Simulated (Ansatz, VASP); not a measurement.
# One calculation of LiF, two programs

```xyz
4
Lattice="3.1259 0.0000 0.0000 -1.5630 2.7071 0.0000 0.0000 0.0000 4.9019" Properties=species:S:1:pos:R:3 pbc="T T T"
Li    0.0000    1.8047    1.7180
Li    1.5630    0.9024    4.1689
F     0.0000    1.8047    4.8721
F     1.5630    0.9024    2.4212
```

Alike in both runs: task single point; functional PBE; k mesh 9 × 9 × 6; occupations gaussian, width 0.05 eV; no spin polarisation.

|  | VASP | Ansatz |
| --- | --- | --- |
| version | VASP 6.6.1 | Ansatz 0.2.0 |
| potentials or method | VASP PAW PBE potentials, release 64 (Li_sv, F), cutoff 520 eV | scalar-relativistic, plane waves, PAW |
| valence electrons in the cell | 20 | 20 |

```tsv
	VASP	Ansatz	Ansatz less VASP
gap on the k mesh at the Fermi level (eV)	7.64	7.65	+0.012
least direct gap on the mesh (eV)	7.64	7.65	+0.012
rms of the force components (eV/Å)	0.390	0.372	-0.0176
```

Atom by atom the forces differ by 0.018 eV/Å (rms over components). The functional is the same, so the differences come from potentials, cutoffs and numerics.

Noted on VASP's run: the cutoff is short for stress, so the pressure is rough.
